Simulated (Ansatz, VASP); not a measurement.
Re: VASP beside Ansatz

```xyz
2
Lattice="2.7007 0.0000 0.0000 -1.3504 2.3389 0.0000 0.0000 0.0000 4.4842" Properties=species:S:1:pos:R:3 pbc="T T T"
Re    0.0000    1.5593    1.0725
Re    1.3504    0.7796    3.4118
```

Change from the starting cell: mode 4 frozen in at -0.049 Å, equal normal strain along x and y -0.0267.

Alike in both runs: task single point; functional PBE; k mesh 18 × 18 × 10; occupations gaussian, width 0.15 eV; no spin polarisation.

```csv
,VASP,Ansatz
version,VASP 6.6.1,Ansatz 0.2.0
potentials or method,"VASP PAW PBE potentials, release 64 (Re), cutoff 520 eV","scalar-relativistic, plane waves, PAW"
valence electrons in the cell,14,30
```

VASP gave:

| Item | Value |
| --- | --- |
| gap on the k mesh at the Fermi level (eV) | none |
| pressure (GPa) | 24.1 |
| traceless stress, the component that is largest in VASP (GPa) | -9.54 |
| rms of the force components (eV/Å) | 0.372 |

Problem. Which values does Ansatz return?

Solution. gap on the k mesh at the Fermi level (eV): none; pressure (GPa): 24.2; traceless stress, the component that is largest in VASP (GPa): -9.54; rms of the force components (eV/Å): 0.397.

Atom by atom the forces differ by 0.025 eV/Å (rms over components). A gap of «none» marks a metal or a gap that the smearing closes. The functional is the same, so the differences come from potentials, cutoffs and numerics. VASP's potentials hold 14 valence electrons a cell and Ansatz's 30, so a difference there can come from the potentials and not from the codes.

Spin-orbit coupling is off throughout.
